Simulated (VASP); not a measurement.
# MnF2 (P4_2/mnm) in VASP: a series of runs

Aim: see how the results for MnF2 move with the level of theory and the settings. Levels: PBEsol, PBE. Tasks: single point.

Everything below comes from runs of VASP 6.6.1. Logs are shortened: lines on timing, memory, paths and dates and some standing lists are left out, and cuts for length are marked.

**1. The cell of the first run**

Symmetry: P4_2/mnm, No. 136, tetragonal system. The conventional cell has a = 4.969 Å, b = 4.969 Å, c = 3.376 Å, α = 90.00°, β = 90.00°, γ = 90.00°. Within 2.8 Å of Mn (site symmetry mmm) lie 6 F at 2.15 to 2.17 Å. Within 2.8 Å of F (site symmetry m2m) lie 3 Mn at 2.15 to 2.17 Å and 1 F at 2.74 Å.

**2. Single point, PBEsol, collinear spin, ferromagnetic start**

File INCAR:

```
PREC = Accurate
ENCUT = 700
EDIFF = 1E-6
ISMEAR = -1
SIGMA = 0.05
LREAL = False
LASPH = True
NELM = 200
ALGO = Normal
ISIF = 2
LWAVE = False
LCHARG = True
ISPIN = 2
MAGMOM = 4 4 0 0 0 0
LORBIT = 11
LMAXMIX = 4
GGA = PS
LELF = True
LVHAR = True
NBANDS = 42
GGA_COMPAT = False
```

File KPOINTS:

```
Automatic mesh
0
Gamma
  5 5 7
```

File POSCAR:

```
MnF2
1.0
    4.9693889739      0.0000000000      0.0000000000
    0.0000000000      4.9693889739      0.0000000000
    0.0000000000      0.0000000000      3.3756321712
Mn F
2 4
Direct
    0.5000000000      0.5000000000      0.5000000000
    0.0000000000      0.0000000000      0.0000000000
    0.8053000000      0.1947000000      0.5000000000
    0.6947000000      0.6947000000      0.0000000000
    0.1947000000      0.8053000000      0.5000000000
    0.3053000000      0.3053000000      0.0000000000
```

Potentials or basis: VASP PAW PBE potentials, release 64 (Mn_sv, F).

Command:

```sh
$ cat potpaw_PBE.64/Mn_sv/POTCAR potpaw_PBE.64/F/POTCAR > POTCAR
$ mpirun -np 1 vasp_std > vasp.out
```

OUTCAR:

```text
PREC = Accurate
   ENCUT = 700
   EDIFF = 1E-6
   ISMEAR = -1
   LREAL = False
   LASPH = True
   NELM = 200
   ISIF = 2
   ISPIN = 2
   LORBIT = 11
   GGA = PS

 ion  position               nearest neighbor table
   1  0.500  0.500  0.500-   3 2.15   5 2.15   4 2.17   6 2.17   4 2.17   6 2.17
   2  0.000  0.000  0.000-   4 2.15   6 2.15   5 2.17   3 2.17   3 2.17   5 2.17
   3  0.805  0.195  0.500-   1 2.15   2 2.17   2 2.17
   4  0.695  0.695  0.000-   2 2.15   1 2.17   1 2.17
   5  0.195  0.805  0.500-   1 2.15   2 2.17   2 2.17
   6  0.305  0.305  0.000-   2 2.15   1 2.17   1 2.17

  LATTYP: Found a simple tetragonal cell.
 ALAT       =     4.9693889739
 C/A-ratio  =     0.6792851574

  Lattice vectors:

 A1 = (   4.9693889739,   0.0000000000,   0.0000000000)
 A2 = (   0.0000000000,   4.9693889739,   0.0000000000)
 A3 = (   0.0000000000,   0.0000000000,   3.3756321712)

Analysis of symmetry for initial positions (statically):
=====================================================================
 Subroutine PRICEL returns:
 Original cell was already a primitive cell.

 Routine SETGRP: Setting up the symmetry group for a
 simple tetragonal supercell.

 Subroutine GETGRP returns: Found 16 space group operations
 (whereof  8 operations were pure point group operations)
 out of a pool of 16 trial point group operations.

The static configuration has the point symmetry D_2h.
 The point group associated with its full space group is D_4h.

Analysis of symmetry for dynamics (positions and initial velocities):
=====================================================================
 Subroutine PRICEL returns:
 Original cell was already a primitive cell.

 Routine SETGRP: Setting up the symmetry group for a
 simple tetragonal supercell.

 Subroutine GETGRP returns: Found 16 space group operations
 (whereof  8 operations were pure point group operations)
 out of a pool of 16 trial point group operations.

The dynamic configuration has the point symmetry D_2h.
 The point group associated with its full space group is D_4h.

Analysis of structural, dynamic, and magnetic symmetry:
=====================================================================
 Subroutine PRICEL returns:
 Original cell was already a primitive cell.

 Routine SETGRP: Setting up the symmetry group for a
 simple tetragonal supercell.

[... 143 lines left out ...]
 spin polarized calculation
  energy-cutoff  :      700.00
  volume of cell :       83.36
 maximum number of plane-waves:      3541
 NGX is ok and might be reduce to    48
   NGX = 21   NGY = 21   NGZ = 15

 number of electron      58.0000018 magnetization      10.0000407

 number of electron      58.0000018 magnetization       9.9999945

 Free energy of the ion-electron system (eV)
  ---------------------------------------------------
  ext. energy  EPLUGINS =         0.00000000
  ---------------------------------------------------
  free energy    TOTEN  =       -40.70590314 eV

  energy without entropy =      -40.70590278  energy(sigma->0) =      -40.70590296

 E-fermi :   3.9690     XC(G=0):  -9.7360

 val. band max:        3.4434319127   @ k =   0.0000   0.0000   0.0000
 cond. band min:       4.4619769141   @ k =   0.0000   0.0000   0.0000
 fundamental gap:      1.0185450014
 Fermi energy:         3.9689981440

 spin component 1

 k-point     1 :       0.0000    0.0000    0.0000
  band No.  band energies     occupation
      1     -77.5078      1.00000
      2     -77.5075      1.00000
      3     -46.4296      1.00000
      4     -46.4296      1.00000
      5     -46.3763      1.00000
      6     -46.3763      1.00000
[... 1045 lines left out ...]
     40      12.4111      0.00000
     41      12.4678      0.00000
 Fermi energy:         3.9689981440

 spin component 2

 k-point     1 :       0.0000    0.0000    0.0000
  band No.  band energies     occupation
      1     -72.4917      1.00000
      2     -72.4912      1.00000
      3     -41.5099      1.00000
      4     -41.5099      1.00000
      5     -41.4441      1.00000
      6     -41.4441      1.00000
[... 1045 lines left out ...]
     40      13.1261      0.00000
     41      13.3717      0.00000
 [bands above 41 left out]

------------------------ aborting loop because EDIFF is reached ----------------------------------------

  FORCE on cell =-STRESS in cart. coord.  units (eV):
  Direction    XX          YY          ZZ          XY          YZ          ZX
  --------------------------------------------------------------------------------------
  -------------------------------------------------------------------------------------
  Total       -2.8913981     -2.8913981     -3.7028047     -0.0000000      0.0000000      0.0000000
  in kB      -55.5721714    -55.5721714    -71.1672673     -0.0000000      0.0000000      0.0000000
  external PRESSURE =     -60.7705367 kB  Pullay stress =       0.0000000 kB

 VOLUME and BASIS-vectors are now :
 -----------------------------------------------------------------------------
  energy-cutoff  :      700.00
  volume of cell :       83.36
      direct lattice vectors                 reciprocal lattice vectors
     4.969388974  0.000000000  0.000000000     0.201231983  0.000000000  0.000000000
     0.000000000  4.969388974  0.000000000     0.000000000  0.201231983  0.000000000
     0.000000000  0.000000000  3.375632171     0.000000000  0.000000000  0.296240807

 POSITION                                       TOTAL-FORCE (eV/Angst)
 -----------------------------------------------------------------------------------
      2.48469      2.48469      1.68782         0.000000     -0.000000      0.000000
      0.00000      0.00000      0.00000         0.000000     -0.000000      0.000000
      4.00185      0.96754      1.68782         0.045695     -0.045695      0.000000
      3.45223      3.45223      0.00000        -0.045695     -0.045695      0.000000
      0.96754      4.00185      1.68782        -0.045695      0.045695     -0.000000
      1.51715      1.51715      0.00000         0.045695      0.045695     -0.000000
 -----------------------------------------------------------------------------------
    total drift:                                0.000000     -0.000000     -0.000000

  FREE ENERGIE OF THE ION-ELECTRON SYSTEM (eV)
  ---------------------------------------------------
  free  energy   TOTEN  =       -40.7059031432 eV

  energy  without entropy=      -40.7059027846  energy(sigma->0) =      -40.70590296

 total charge

# of ion       s       p       d       tot
------------------------------------------
    1        2.086   5.998   4.660  12.744
    2        2.086   5.998   4.660  12.744
    3        1.726   4.343   0.000   6.069
    4        1.726   4.343   0.000   6.069
    5        1.726   4.343   0.000   6.069
    6        1.726   4.343   0.000   6.069
--------------------------------------------------
tot         11.075  29.367   9.321  49.763

 magnetization (x)

# of ion       s       p       d       tot
------------------------------------------
    1        0.018   0.011   4.380   4.409
    2        0.018   0.011   4.380   4.409
    3        0.008   0.071   0.000   0.079
    4        0.008   0.071   0.000   0.079
    5        0.008   0.071   0.000   0.079
    6        0.008   0.071   0.000   0.079
--------------------------------------------------
tot          0.067   0.308   8.759   9.134
```

Run time: 3.8 min. Hardware: 1 thread of Intel Xeon Platinum 8259CL at 2.50GHz (Skylake/Cascade Lake), shared host; peak memory 0.39 GiB.

Results:

| Item | Value |
| --- | --- |
| Free energy | -40.7059 eV |
| Pressure | -6.1 GPa |
| Largest force | 0.065 eV/Å |
| Band gap on the k mesh | 1.02 eV |
| Net moment | 10.00 μB per cell |
| Site moments | Mn +4.41; F +0.08 μB |
| Valence electrons inside the program's atomic spheres | Mn 12.74; F 6.07 |

Forces in eV/Å, atoms in the order of the input:
```
Mn   0.000  0.000  0.000
Mn   0.000  0.000  0.000
F    0.046 -0.046  0.000
F   -0.046 -0.046  0.000
F   -0.046  0.046  0.000
F    0.046  0.046  0.000
```

Levels at points of the mesh, in eV from the valence-band top:
Spin up:
```
           k point  band 31  band 32  band 33  band 34  band 35  band 36  band 37  band 38
(0.00, 0.00, 0.00)    -1.46    -0.51    -0.51     0.00     1.02     6.33     6.33     7.34
```
Spin down:
| k point | band 20 | band 21 | band 22 | band 23 | band 24 | band 25 | band 26 | band 27 | band 28 | band 29 |
| --- | --- | --- | --- | --- | --- | --- | --- | --- | --- | --- |
| (0.00, 0.00, 0.00) | -5.43 | -4.64 | -4.24 | -4.24 | -3.96 | 1.84 | 1.92 | 2.30 | 2.32 | 2.36 |

Caveat: the cell stands under tension; the PAW data sets were made with another functional, which shifts forces and pressure a little; the run started ferromagnetic, and an antiferromagnetic order may lie lower in energy.

**3. Single point, PBE, collinear spin, zero start**

This run uses another cell than the first one, of 13.11 Å³/atom.

File INCAR:

```
SYSTEM = MnF2
PREC     = Accurate       ! precision mode
ENCUT    = 520            ! plane-wave cutoff, eV
EDIFF    = 1E-7           ! SCF threshold, eV
ISMEAR   = -1             ! smearing method
SIGMA    = 0.05           ! smearing width, eV
LREAL    = .False.        ! projectors in reciprocal space
LASPH    = .True.         ! aspherical terms in the spheres
NELM     = 150            ! most SCF steps
ALGO     = Normal         ! electronic algorithm
ISIF     = 2              ! what is computed and relaxed
LWAVE    = .False.        ! write WAVECAR
LCHARG   = .False.        ! write CHGCAR
ISPIN    = 2              ! spin polarisation
MAGMOM   = 0 0 0 0 0 0    ! initial moments
LORBIT   = 11             ! projections on sites
NUPDOWN  = 0.0            ! fixed moment
LMAXMIX  = 4              ! l up to which the mixer works
GGA      = PE             ! functional
NBANDS   = 40             ! bands
```

File KPOINTS:

```
Automatic mesh
0
Gamma
  5 5 7
  0 0 0
```

POSCAR: that of step 2 with these lines changed.

```diff
@@ -2,5 +2,5 @@
 1.0
-    4.9693889739      0.0000000000      0.0000000000
-    0.0000000000      4.9693889739      0.0000000000
-    0.0000000000      0.0000000000      3.3756321712
+    4.8738000000      0.0000000000      0.0000000000
+    0.0000000000      4.8738000000      0.0000000000
+    0.0000000000      0.0000000000      3.3107000000
 Mn F
```

Potentials or basis: VASP PAW PBE potentials, release 64 (Mn_pv, F).

Command:

```sh
$ cat potpaw_PBE.64/Mn_pv/POTCAR potpaw_PBE.64/F/POTCAR > POTCAR
$ mpirun -np 1 vasp_std > vasp.out
```

OUTCAR:

```text
SYSTEM = MnF2
   PREC = Accurate
   ENCUT = 520
   EDIFF = 1E-7
   ISMEAR = -1
   LREAL = .False.
   LASPH = .True.
   NELM = 150
   ISIF = 2
   ISPIN = 2
   LORBIT = 11
   NUPDOWN = 0.0
   GGA = PE

 ion  position               nearest neighbor table
   1  0.500  0.500  0.500-   3 2.10   5 2.10   4 2.13   6 2.13   4 2.13   6 2.13
   2  0.000  0.000  0.000-   4 2.10   6 2.10   5 2.13   3 2.13   3 2.13   5 2.13
   3  0.805  0.195  0.500-   1 2.10   2 2.13   2 2.13
   4  0.695  0.695  0.000-   2 2.10   1 2.13   1 2.13
   5  0.195  0.805  0.500-   1 2.10   2 2.13   2 2.13
   6  0.305  0.305  0.000-   2 2.10   1 2.13   1 2.13

  LATTYP: Found a simple tetragonal cell.
 ALAT       =     4.8738000000
 C/A-ratio  =     0.6792851574

  Lattice vectors:

 A1 = (   4.8738000000,   0.0000000000,   0.0000000000)
 A2 = (   0.0000000000,   4.8738000000,   0.0000000000)
 A3 = (   0.0000000000,   0.0000000000,   3.3107000000)

Analysis of symmetry for initial positions (statically):
=====================================================================
 Subroutine PRICEL returns:
 Original cell was already a primitive cell.

 Routine SETGRP: Setting up the symmetry group for a
 simple tetragonal supercell.

 Subroutine GETGRP returns: Found 16 space group operations
 (whereof  8 operations were pure point group operations)
 out of a pool of 16 trial point group operations.

The static configuration has the point symmetry D_2h.
 The point group associated with its full space group is D_4h.

Analysis of symmetry for dynamics (positions and initial velocities):
=====================================================================
 Subroutine PRICEL returns:
 Original cell was already a primitive cell.

 Routine SETGRP: Setting up the symmetry group for a
 simple tetragonal supercell.

 Subroutine GETGRP returns: Found 16 space group operations
 (whereof  8 operations were pure point group operations)
[... 180 lines left out ...]

 spin component 1

 k-point     1 :       0.0000    0.0000    0.0000
  band No.  band energies     occupation
      1     -44.8336      1.00000
      2     -44.8336      1.00000
      3     -44.7334      1.00000
      4     -44.7313      1.00000
      5     -44.7080      1.00000
      6     -44.7080      1.00000
[... 997 lines left out ...]
     38      12.6985      0.00000
     39      12.9415      0.00000
 Fermi energy:         3.1742361147

 spin component 2

 k-point     1 :       0.0000    0.0000    0.0000
  band No.  band energies     occupation
      1     -44.8336      1.00000
      2     -44.8336      1.00000
      3     -44.7334      1.00000
      4     -44.7312      1.00000
      5     -44.7081      1.00000
      6     -44.7081      1.00000
[... 997 lines left out ...]
     38      12.6985      0.00000
     39      12.9415      0.00000
 [bands above 39 left out]

------------------------ aborting loop because EDIFF is reached ----------------------------------------

  FORCE on cell =-STRESS in cart. coord.  units (eV):
  Direction    XX          YY          ZZ          XY          YZ          ZX
  --------------------------------------------------------------------------------------
  -------------------------------------------------------------------------------------
  Total       -6.9563427     -6.9563427     -9.2125691     -0.0000000      0.0000000      0.0000000
  in kB     -141.7216881   -141.7216881   -187.6878258     -0.0000000      0.0000000      0.0000000
  external PRESSURE =    -157.0437340 kB  Pullay stress =       0.0000000 kB

 VOLUME and BASIS-vectors are now :
 -----------------------------------------------------------------------------
  energy-cutoff  :      520.00
  volume of cell :       78.64
      direct lattice vectors                 reciprocal lattice vectors
     4.873800000  0.000000000  0.000000000     0.205178711  0.000000000  0.000000000
     0.000000000  4.873800000  0.000000000     0.000000000  0.205178711  0.000000000
     0.000000000  0.000000000  3.310700000     0.000000000  0.000000000  0.302050926

 POSITION                                       TOTAL-FORCE (eV/Angst)
 -----------------------------------------------------------------------------------
      2.43690      2.43690      1.65535         0.000000     -0.000000      0.000000
      0.00000      0.00000      0.00000         0.000000     -0.000000      0.000000
      3.92487      0.94893      1.65535         0.021975     -0.021975      0.000000
      3.38583      3.38583      0.00000        -0.021975     -0.021975     -0.000000
      0.94893      3.92487      1.65535        -0.021975      0.021975      0.000000
      1.48797      1.48797      0.00000         0.021975      0.021975      0.000000
 -----------------------------------------------------------------------------------
    total drift:                                0.000000      0.000000      0.000000

  FREE ENERGIE OF THE ION-ELECTRON SYSTEM (eV)
  ---------------------------------------------------
  free  energy   TOTEN  =       -33.5087094615 eV

  energy  without entropy=      -33.3662849501  energy(sigma->0) =      -33.43749721

 total charge

# of ion       s       p       d       tot
------------------------------------------
    1        0.152   6.129   5.053  11.333
    2        0.152   6.129   5.053  11.333
    3        1.730   4.324   0.000   6.054
    4        1.730   4.324   0.000   6.054
    5        1.730   4.324   0.000   6.054
    6        1.730   4.324   0.000   6.054
--------------------------------------------------
tot          7.224  29.554  10.105  46.883

 magnetization (x)

# of ion       s       p       d       tot
------------------------------------------
    1        0.000   0.000   0.000   0.000
    2        0.000   0.000   0.000   0.000
    3       -0.000  -0.000   0.000  -0.000
    4       -0.000  -0.000   0.000  -0.000
    5       -0.000  -0.000   0.000  -0.000
    6       -0.000  -0.000   0.000  -0.000
--------------------------------------------------
tot          0.000  -0.000   0.000   0.000
```

stdout:

```text
POSCAR found type information on POSCAR MnF
 POSCAR found :  2 types and       6 ions
 scaLAPACK will be used
 LDA part: xc-table for (Slater+PW92), standard interpolation
 POSCAR, INCAR and KPOINTS ok, starting setup
 FFT: planning ... GRIDC
 FFT: planning ... GRID_SOFT
 FFT: planning ... GRID
 WAVECAR not read
 entering main loop
```

Run time: 2.2 min. Hardware: 1 thread of AMD EPYC 9R45 (Zen 5), shared host; peak memory 0.24 GiB.

What came out:

| Item | Value |
| --- | --- |
| Free energy | -33.5087 eV |
| Pressure | -15.7 GPa |
| Largest force | 0.031 eV/Å |
| Net moment | 0.00 μB per cell |
| Valence electrons inside the program's atomic spheres | Mn 11.33; F 6.05 |

Forces on the atoms (eV/Å):
```
Mn   0.000  0.000  0.000
Mn   0.000  0.000  0.000
F    0.022 -0.022  0.000
F   -0.022 -0.022  0.000
F   -0.022  0.022  0.000
F    0.022  0.022  0.000
```

Caveat: the cell stands under tension; the total moment is fixed, so each spin has its own Fermi level.
